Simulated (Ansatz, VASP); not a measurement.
**One calculation of BeTe3, two programs**

```
Be Te
1.0
     5.69717   -0.00066    0.00432
     0.00117    5.74574    0.00246
     0.31596    1.37955    8.08326
Be Te
2 6
Direct
  0.99324 0.99995 0.00052
  0.49053 0.49720 0.99950
  0.23087 0.77012 0.83024
  0.78215 0.31792 0.83052
  0.70848 0.73111 0.16947
  0.26149 0.17928 0.17243
  0.99273 0.42672 0.37800
  0.54051 0.07770 0.61931
```

Change from the starting cell: the structure that the rattled cell fell into.

Alike in both runs: functional PBE; k mesh 6 × 6 × 6; occupations gaussian, width 0.01 eV; no spin polarisation.

Ansatz relaxed the structure, and its values are those at the end. VASP's run is a single point on that final structure, the one shown.

|  | VASP | Ansatz |
| --- | --- | --- |
| version | VASP 6.6.1 | Ansatz 0.2.0 |
| potentials or method | VASP PAW PBE potentials, release 64 (Be, Te), cutoff 520 eV | scalar-relativistic, plane waves, PAW |
| valence electrons in the cell | 40 | 100 |

|  | VASP | Ansatz | Ansatz less VASP |
| --- | --- | --- | --- |
| gap on the k mesh at the Fermi level (eV) | 0.20 | 0.21 | +0.010 |
| least direct gap on the mesh (eV) | 0.30 | 0.31 | +0.013 |
| pressure (GPa) | 0.1 | 0.0 | -0.06 |
| rms of the force components (eV/Å) | 0.008 | 0.003 | -0.0052 |

The functional is the same, so the differences come from potentials, cutoffs and numerics. VASP's potentials hold 40 valence electrons a cell and Ansatz's 100, so a difference there can come from the potentials and not from the codes.

Spin-orbit coupling is off throughout.
